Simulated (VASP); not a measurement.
Input of a VASP 6.6.1 run:

INCAR

```
ALGO = Normal
EDIFF = 1E-7
EDIFFG = -0.025
ENCUT = 600
GGA = PE
GGA_COMPAT = False
IBRION = 2
ISIF = 3
ISMEAR = 0
LASPH = True
LCHARG = False
LREAL = False
LWAVE = False
NELM = 120
NELMIN = 4
NSW = 80
PREC = Accurate
SIGMA = 0.1
```

File KPOINTS:

```
k-points
0
Gamma
  3 3 2
```

Contents of POSCAR:

```
HfSiO4
1.0
    5.8531329973     -0.0363485251     -0.0351899494
   -2.9580452448      5.1006755229     -0.0239602853
   -0.0573349389     -0.0781800752      9.4876483218
Hf Si O
2 2 8
Direct
    0.3017918857      0.6960092779      0.4209068323
    0.6684192738      0.3365921134      0.9484328790
    0.3373028633      0.6853320916      0.0892089009
    0.7671330926      0.3772605095      0.5572914112
    0.2984493982      0.6298720694      0.2363352882
    0.6993803014      0.3245331977      0.7220032260
    0.4408210590      0.9237827322      0.0063588086
    0.4909407047      0.4741020931      0.5035090729
   -0.0038340430      0.4933906048      0.0159724416
    0.5331246377      0.0082676722      0.4988002013
    0.4550446802      0.5347461396      0.0140878898
    1.0114261464      0.5161114987      0.4870930482
```

Potentials or basis: VASP PAW PBE potentials, release 64 (Hf_pv, Si, O).

Launch:

```bash
$ cat potpaw_PBE.64/Hf_pv/POTCAR potpaw_PBE.64/Si/POTCAR potpaw_PBE.64/O/POTCAR > POTCAR
$ mpirun -np 1 vasp_std > vasp.out
```

Task: What does it give for the relaxed volume?

Result: 23.25 Å³/atom.

Task: Predict the band gap on the k mesh.

Result: 4.80 eV.

Forces in eV/Å, atoms in the order of the input:
```
Hf   0.001 -0.003  0.007
Hf  -0.006  0.005 -0.001
Si   0.003 -0.005 -0.004
Si   0.000 -0.003  0.008
O   -0.010  0.008 -0.007
O   -0.008  0.006  0.005
O    0.010  0.003  0.000
O    0.020  0.012 -0.002
O   -0.006  0.001 -0.012
O   -0.012 -0.001  0.003
O    0.015 -0.006  0.002
O   -0.008 -0.016  0.001
```

Caveat: spin-orbit coupling is left out, which moves the levels of the heavy elements.
